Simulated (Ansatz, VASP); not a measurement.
# One calculation of SrO, two programs

```
CELL_PARAMETERS angstrom
0.00000 2.56630 2.56630
2.56630 0.00000 2.56630
2.56630 2.56630 0.00000
ATOMIC_POSITIONS crystal
Sr 0.50000 0.50000 0.50000
O 0.00000 0.00000 0.00000
```

Alike in both runs: task relaxation of cell and atoms; functional PBEsol; dispersion D3(BJ); k mesh 9 × 9 × 9; occupations fermi-dirac, width 0.05 eV; no spin polarisation.

|  | VASP | Ansatz |
| --- | --- | --- |
| version | VASP 6.6.1 | Ansatz 0.2.0 |
| potentials or method | VASP PAW PBE potentials, release 64 (Sr_sv, O), cutoff 600 eV | all-electron LAPW, scalar-relativistic |

Ansatz gave:

| Quantity | Value |
| --- | --- |
| relaxed volume (Å³/atom) | 16.35 |
| relaxed cell length with the largest relative difference (Å) | 3.589 |

What did VASP give for the same quantities?

Relaxed volume (Å³/atom): 16.45; relaxed cell length with the largest relative difference (Å): 3.596.

VASP's potentials were made for PBE, not for PBEsol. Ansatz ran all-electron here, and VASP with PAW potentials.
